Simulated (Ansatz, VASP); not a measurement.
# Two plane-wave programs on ZnS

```
CELL_PARAMETERS angstrom
0.00000 2.69451 2.69451
2.69451 0.00000 2.69451
2.69451 2.69451 0.00000
ATOMIC_POSITIONS crystal
Zn 0.02730 0.97270 0.02730
S 0.69433 0.80567 0.69433
```

Change from the starting cell: mode 4 (273.2 1/cm) frozen in, largest displacement -0.300 Å.

Alike in both runs: task single point; functional r2SCAN; k mesh 8 × 8 × 8; occupations gaussian, width 0.05 eV; no spin polarisation.

|  | VASP | Ansatz |
| --- | --- | --- |
| version | VASP 6.6.1 | Ansatz 0.2.0 |
| potentials or method | VASP PAW PBE potentials, release 64 (Zn, S), cutoff 520 eV | scalar-relativistic, plane waves, PAW |
| valence electrons in the cell | 18 | 18 |

Ansatz gave:

| Property | Result |
| --- | --- |
| gap on the k mesh at the Fermi level (eV) | 2.65 |
| least direct gap on the mesh (eV) | 2.65 |
| pressure (GPa) | 6.5 |
| traceless stress, the component that is largest in VASP (GPa) | -11.71 |
| rms of the force components (eV/Å) | 1.338 |

**Question.** Estimate VASP's values.

**Answer.** gap on the k mesh at the Fermi level (eV): 2.66; least direct gap on the mesh (eV): 2.66; pressure (GPa): 6.6; traceless stress, the component that is largest in VASP (GPa): -11.90; rms of the force components (eV/Å): 1.353.

VASP's potentials were made for PBE, not for r2SCAN. Atom by atom the forces differ by 0.014 eV/Å (rms over components).
